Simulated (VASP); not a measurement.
Wanted: the native input for a VASP 6.6.1 run.

```
Task                   : single point
Functional             : PBE
Potentials or basis    : VASP PAW PBE potentials, release 64 (Re)
Cutoff                 : 520 eV
k mesh                 : 12 × 12 × 16
Occupations            : gaussian, width 0.1 eV
Spin                   : no spin polarisation
Dipole correction      : no
Further INCAR settings : ALGO = Fast; EDIFF = 1e-06; NBANDS = 18
```

The structure of Re lies in POSCAR:

```
Re
1.0
    4.3794615363      0.0000000000      0.0000000000
   -2.1897307681      3.7927249453      0.0000000000
    0.0000000000      0.0000000000      2.7445114445
Re
3
Direct
    0.3333333333      0.6666666667      0.5000000000
    0.0000000000      0.0000000000      0.0000000000
    0.6666666667      0.3333333333      0.5000000000
```

One way to write it, as run:

INCAR

```
ALGO = Fast
EDIFF = 1E-6
ENCUT = 520
GGA = PE
ISIF = 2
ISMEAR = 0
LASPH = T
LCHARG = F
LREAL = F
LWAVE = F
NBANDS = 18
NELM = 80
PREC = Accurate
SIGMA = 0.1
```

KPOINTS

```
k-points
0
Gamma
  12 12 16
```

Potentials or basis: VASP PAW PBE potentials, release 64 (Re).

The run is started by

```sh
$ cat potpaw_PBE.64/Re/POTCAR > POTCAR
$ mpirun -np 1 vasp_std > vasp.out
```

It gave:

The pressure is -0.8 GPa.

It took 87 s on 1 thread of Intel(R) Xeon(R) Platinum 8488C (Sapphire Rapids) (shared host), peak memory 0.25 GiB.
